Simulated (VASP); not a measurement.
# Mg2SiN2 (I4mm) in VASP: notebook, part 2 of 2

VASP 6.6.1. Earlier steps stand in the parts before.

## (3) Relaxation of cell and atoms, PBE

Contents of INCAR:

```
SYSTEM = Mg2SiN2
PREC = Accurate
ENCUT = 600
EDIFF = 1E-6
ISMEAR = 0
SIGMA = 0.1
LREAL = .False.
LASPH = .True.
NELM = 100
ALGO = Normal
ISIF = 3
LWAVE = .False.
LCHARG = .False.
GGA = PE
IBRION = 2
NSW = 90
EDIFFG = -0.04
```

Contents of KPOINTS:

```
regular mesh
0
Gamma
  4 4 4
  0 0 0
```

Contents of POSCAR:

```
Mg2SiN2
1.0
   -3.2498973700      3.2498973700      2.6590280400
    3.2498973700     -3.2498973700      2.6590280400
    3.2498973700      3.2498973700     -2.6590280400
Mg Si N
2 1 2
Direct
    0.3903153700      0.8903153700      0.5000000000
    0.8903153700      0.3903153700      0.5000000000
    0.8136119500      0.8136119500      0.0000000000
    0.7327341500      0.2327341500      0.5000000000
    0.2327341500      0.7327341500      0.5000000000
```

Potentials or basis: VASP PAW PBE potentials, release 64 (Mg, Si, N).

Launch:

```console
> cat potpaw_PBE.64/Mg/POTCAR potpaw_PBE.64/Si/POTCAR potpaw_PBE.64/N/POTCAR > POTCAR
> mpirun -np 1 vasp_std > vasp.out
```

OUTCAR:

```text
SYSTEM = Mg2SiN2
   PREC = Accurate
   ENCUT = 600
   EDIFF = 1E-6
   ISMEAR = 0
   LREAL = .False.
   LASPH = .True.
   NELM = 100
   ISIF = 3
   GGA = PE
   IBRION = 2
   NSW = 90
   EDIFFG = -0.04

 ion  position               nearest neighbor table
   1  0.390  0.890  0.500-   5 0.84   4 1.82   2 2.66   2 2.66   3 3.28   3 3.28
   2  0.890  0.390  0.500-   4 0.84   5 1.82   1 2.66   1 2.66   3 3.28   3 3.28
   3  0.814  0.814  0.000-   1 3.28   2 3.28   1 3.28   2 3.28
   4  0.733  0.233  0.500-   2 0.84   1 1.82
   5  0.233  0.733  0.500-   1 0.84   2 1.82

 -----------------------------------------------------------------------------
|                                                                             |
|           W    W    AA    RRRRR   N    N  II  N    N   GGGG   !!!           |
|           W    W   A  A   R    R  NN   N  II  NN   N  G    G  !!!           |
|           W    W  A    A  R    R  N N  N  II  N N  N  G       !!!           |
|           W WW W  AAAAAA  RRRRR   N  N N  II  N  N N  G  GGG   !            |
|           WW  WW  A    A  R   R   N   NN  II  N   NN  G    G                |
|           W    W  A    A  R    R  N    N  II  N    N   GGGG   !!!           |
|                                                                             |
|     The distance between some ions is very small. Please check the          |
|     nearest-neighbor list in the OUTCAR file.                               |
|     I HOPE YOU KNOW WHAT YOU ARE DOING!                                     |
|                                                                             |
 -----------------------------------------------------------------------------

  LATTYP: Found a body centered tetragonal cell.
 ALAT       =     6.4997947400
 C/A-ratio  =     0.8181883110

  Lattice vectors:

 A1 = (  -3.2498973700,   3.2498973700,   2.6590280400)
 A2 = (   3.2498973700,  -3.2498973700,   2.6590280400)
 A3 = (   3.2498973700,   3.2498973700,  -2.6590280400)

Analysis of symmetry for initial positions (statically):
=====================================================================
 Subroutine PRICEL returns:
 Original cell was already a primitive cell.

 Routine SETGRP: Setting up the symmetry group for a
 body centered tetragonal supercell.

 Subroutine GETGRP returns: Found  8 space group operations
 (whereof  8 operations were pure point group operations)
 out of a pool of 16 trial point group operations.

The static configuration has the point symmetry C_4v.

Analysis of symmetry for dynamics (positions and initial velocities):
=====================================================================
 Subroutine PRICEL returns:
 Original cell was already a primitive cell.

 Routine SETGRP: Setting up the symmetry group for a
 body centered tetragonal supercell.

 Subroutine GETGRP returns: Found  8 space group operations
 (whereof  8 operations were pure point group operations)
 out of a pool of 16 trial point group operations.

The dynamic configuration has the point symmetry C_4v.

 Subroutine INISYM returns: Found  8 space group operations
 (whereof  8 operations are pure point group operations),
 and found     1 'primitive' translations

----------------------------------------------------------------------------------------

                                     Primitive cell

  volume of cell :     112.3368

  direct lattice vectors                    reciprocal lattice vectors
    -3.249897370  3.249897370  2.659028040     0.000000000  0.153851012  0.188038634
[... 62 lines left out ...]
   k-points           NKPTS =     13   k-points in BZ     NKDIM =     13   number of bands    NBANDS=     13
   number of dos      NEDOS =    301   number of ions     NIONS =      5
   total plane-waves  NPLWV =  74088
   dimension x,y,z NGX =    42 NGY =   42 NGZ =   42
   dimension x,y,z NGXF=    84 NGYF=   84 NGZF=   84
   ions per type =               2   1   2
   NGX,Y,Z   is equivalent  to a cutoff of  13.15, 13.15, 13.15 a.u.
   NGXF,Y,Z  is equivalent  to a cutoff of  26.30, 26.30, 26.30 a.u.
 SYSTEM =  Mg2SiN2
   PREC   = accura    normal or accurate (medium, high low for compatibility)
   ISTART =      0    job   : 0-new  1-cont  2-samecut
   ICHARG =      2    charge: 1-file 2-atom 10-const
   ISPIN  =      1    spin polarized calculation?
   LNONCOLLINEAR =      F non collinear calculations
   LSORBIT =      F    spin-orbit coupling
   LASPH  =      T    aspherical Exc in radial PAW
   ENCUT  =  600.0 eV  44.10 Ry    6.64 a.u.  10.61 10.61 10.61*2*pi/ulx,y,z
   NELM   =    100;   NELMIN=  2; NELMDL= -5     # of ELM steps
   EDIFF  = 0.1E-05   stopping-criterion for ELM
   LREAL  =      F    real-space projection
   EDIFFG = -.4E-01   stopping-criterion for IOM
   NSW    =     90    number of steps for IOM
   IBRION =      2    ionic relax: 0-MD 1-quasi-New 2-CG
   NFREE  =      1    steps in history (QN), initial steepest desc. (CG)
   ISIF   =      3    stress and relaxation
   ISYM   =      2    0-nonsym 1-usesym 2-fastsym
   POTIM  = 0.5000    time-step for ionic-motion
   TEBEG  =    0.0;   TEEND  =   0.0 temperature during run
   PSTRESS=    0.0 pullay stress
   NELECT =      18.0000    total number of electrons
   NUPDOWN=      -1.0000    fix difference up-down
   EMIN   =  10.00;   EMAX   =-10.00  energy-range for DOS
   EFERMI =   0.00;   METHOD = LEGACY
   ISMEAR =     0;   SIGMA  =   0.10  broadening in eV -4-tet -1-fermi 0-gaus
   EFERMI_NEDOS =   21; number of points for ismear=-14 and -15
   IALGO  =     38    algorithm
   IMIX   =      4    mixing-type and parameters
     AMIX     =   0.40;   BMIX     =  1.00
     AMIX_MAG =   1.60;   BMIX_MAG =  1.00
  volume/ion in A,a.u.               =      22.47       151.62
  Fermi-wavevector in a.u.,A,eV,Ry     =   0.889184  1.680314 10.757420  0.790648
  Thomas-Fermi vector in A             =   2.010711
   LORBIT       =      0    0 simple, 1 ext, 2 COOP (PROOUT), +10 PAW based schemes
   GGA     = PE    functional components
   LHFCALC =     F    Hartree Fock is set to
   AEXX    =    0.0000 exact exchange contribution
   IVDW    =     0    specifies the selected vdW correction
   LEPSILON=     F    determine dielectric tensor
   LRPA    =     F    only Hartree local field effects (RPA)
 conjugate gradient relaxation of ions
 non-spin polarized calculation
 Gauss-broadening in eV      SIGMA  =   0.10
  energy-cutoff  :      600.00
  volume of cell :      112.34
 maximum number of plane-waves:      3786
   NGX = 21   NGY = 21   NGZ = 21

--------------------------------------- Ionic step        1  -------------------------------------------

 number of electron      17.9999997 magnetization

 Free energy of the ion-electron system (eV)
  ---------------------------------------------------
  ext. energy  EPLUGINS =         0.00000000
  ---------------------------------------------------
  free energy    TOTEN  =        80.39112922 eV

  energy without entropy =       80.43232277  energy(sigma->0) =       80.41172600

------------------------ aborting loop because EDIFF is reached ----------------------------------------

  FORCE on cell =-STRESS in cart. coord.  units (eV):
  Direction    XX          YY          ZZ          XY          YZ          ZX
  --------------------------------------------------------------------------------------
  -------------------------------------------------------------------------------------
  Total       -2.4873942     -2.4873942    243.5681607      0.0000000     -0.0000000      0.0000000
  in kB      -35.4758658    -35.4758658   3473.8326907      0.0000000     -0.0000000      0.0000000
  external PRESSURE =    1134.2936530 kB  Pullay stress =       0.0000000 kB
[... 949 lines left out ...]
  band No.  band energies     occupation
      1     -10.2742      2.00000
      2      -8.9564      2.00000
      3      -3.6414      2.00000
      4      -1.0010      2.00000
      5      -1.0010      2.00000
      6       0.5416      2.00000
      7       1.8325      2.00000
      8       3.2992      2.00000
      9       3.2992      2.00000
     10       4.1803      0.00000
     11       7.4253      0.00000
     12       7.4253      0.00000
     13       7.7853      0.00000

[... ionic steps 4 to 43 ...]

--------------------------------------- Ionic step       44  -------------------------------------------

 number of electron      18.0000000 magnetization

------------------------ aborting loop because EDIFF is reached ----------------------------------------
[... 73 lines left out ...]
--------------------------------------- Ionic step       46  -------------------------------------------

 number of electron      18.0000000 magnetization

 Free energy of the ion-electron system (eV)
  ---------------------------------------------------
  ext. energy  EPLUGINS =         0.00000000
  ---------------------------------------------------
  free energy    TOTEN  =       -22.98139827 eV

  energy without entropy =      -22.96209363  energy(sigma->0) =      -22.97174595

 E-fermi :   4.9382     XC(G=0): -10.0942

 val. band max:        4.9197237976   @ k =  -0.2500   0.2500   0.0000
 cond. band min:       4.9455954165   @ k =   0.5000   0.5000   0.2500
 fundamental gap:      0.0258716189
 Fermi energy:         4.9381641726
[... 238 lines left out ...]
  FREE ENERGIE OF THE ION-ELECTRON SYSTEM (eV)
  ---------------------------------------------------
  free  energy   TOTEN  =       -22.9813982696 eV

  energy  without entropy=      -22.9620936267  energy(sigma->0) =      -22.97174595

 reached required accuracy - stopping structural energy minimisation
```

CONTCAR:

```text
Mg2SiN2
   1.00000000000000
    -2.0291911190984497    2.0291911190984497    3.9520754868136385
     2.0291911190984497   -2.0291911190984497    3.9520754868136385
     2.0291911190984497    2.0291911190984497   -3.9520754868136385
  Mg              Si              N
     2     1     2
Direct
     0.4621311388058645    0.9621311388058644    0.5000000000000000
     0.9621311388058639    0.4621311388058640    0.5000000000000000
     0.7114621000684856    0.7114621000684856    0.0000000000000000
     0.7119933061598962    0.2119933061598963    0.5000000000000000
     0.2119933061598964    0.7119933061598966    0.5000000000000000

  0.00000000E+00  0.00000000E+00  0.00000000E+00
  0.00000000E+00  0.00000000E+00  0.00000000E+00
  0.00000000E+00  0.00000000E+00  0.00000000E+00
  0.00000000E+00  0.00000000E+00  0.00000000E+00
  0.00000000E+00  0.00000000E+00  0.00000000E+00
```

It took 12 min on 1 thread of Intel Xeon 6975P-C (Granite Rapids), shared host; peak memory 0.3 GiB.

What came out:

```yaml
Free_energy: -22.9814 eV
Relaxed_volume: 13.02 Å³/atom
Relaxed_cell: a = 4.884 Å, b = 4.884 Å, c = 4.884 Å, α = 130.90°, β = 130.90°, γ = 71.97°
Space_group_after_relaxing_to_0.05_Å: I4/mmm (No. 139)
Energy_gained_by_relaxing: 20674.5 meV/atom
Ionic_steps: 46
Pressure_after_relaxing: 0.0 GPa
Largest_force_after_relaxing: 0.029 eV/Å
Band_gap_on_the_k_mesh: zero (band 9 reaches 5.70 eV, above the bottom of band 10 at 4.88 eV)
```

Forces on the atoms (eV/Å):
```
Mg   0.000  0.000 -0.029
Mg   0.000  0.000 -0.029
Si   0.000  0.000  0.018
N    0.000  0.000  0.020
N    0.000  0.000  0.020
```

The path:
| step | energy change (eV) | largest force (eV/Å) | pressure (GPa) | volume (Å³) |
| --- | --- | --- | --- | --- |
| 1 | 0.0000 | 141.1080 | 113.43 | 112.34 |
| 3 | -69.0688 | 0.2073 | -11.10 | 351.53 |
| 5 | -87.8513 | 0.6894 | -11.66 | 231.28 |
| 7 | -72.8746 | 36.0314 | 14.24 | 228.95 |
| 9 | -93.5764 | 0.3784 | -12.04 | 197.47 |
| 11 | -93.8179 | 0.4730 | -11.56 | 195.79 |
| 13 | -93.9383 | 1.1501 | -10.55 | 194.15 |
| 15 | -97.2248 | 7.3163 | -1.39 | 143.64 |
| 17 | -97.8101 | 5.7528 | 7.66 | 121.96 |
| 19 | -97.8641 | 4.2285 | 8.98 | 119.27 |
| 21 | -99.2389 | 0.9380 | -2.21 | 126.91 |
| 23 | -99.3008 | 0.9788 | -4.48 | 129.19 |
| 25 | -99.5225 | 1.1143 | -4.47 | 124.25 |
| 27 | -100.5479 | 1.9912 | -3.86 | 103.24 |
| 29 | -95.0823 | 5.6328 | 154.01 | 38.71 |
| 31 | -101.9151 | 5.6222 | 20.34 | 59.23 |
| 33 | -102.2265 | 4.7423 | 10.87 | 64.41 |
| 35 | -102.7261 | 2.1310 | 19.75 | 55.08 |
| 37 | -102.9414 | 2.3211 | 11.37 | 58.30 |
| 39 | -103.1950 | 1.2631 | -1.67 | 63.83 |
| 41 | -103.3023 | 0.6428 | 0.15 | 63.36 |
| 43 | -103.3688 | 0.0798 | 1.02 | 64.27 |
| 45 | -103.3712 | 0.1193 | 0.07 | 64.90 |
| 46 | -103.3725 | 0.0290 | -0.01 | 65.09 |

Final structure:
```
CELL_PARAMETERS angstrom
-2.02919 2.02919 3.95208
2.02919 -2.02919 3.95208
2.02919 2.02919 -3.95208
ATOMIC_POSITIONS crystal
Mg 0.46213 0.96213 0.50000
Mg 0.96213 0.46213 0.50000
Si 0.71146 0.71146 0.00000
N 0.71199 0.21199 0.50000
N 0.21199 0.71199 0.50000
```

Caveat: the k points lie up to 0.55 Å⁻¹ apart in the final cell; the volume moved by over 15 % at a fixed basis, so the end points are rough.
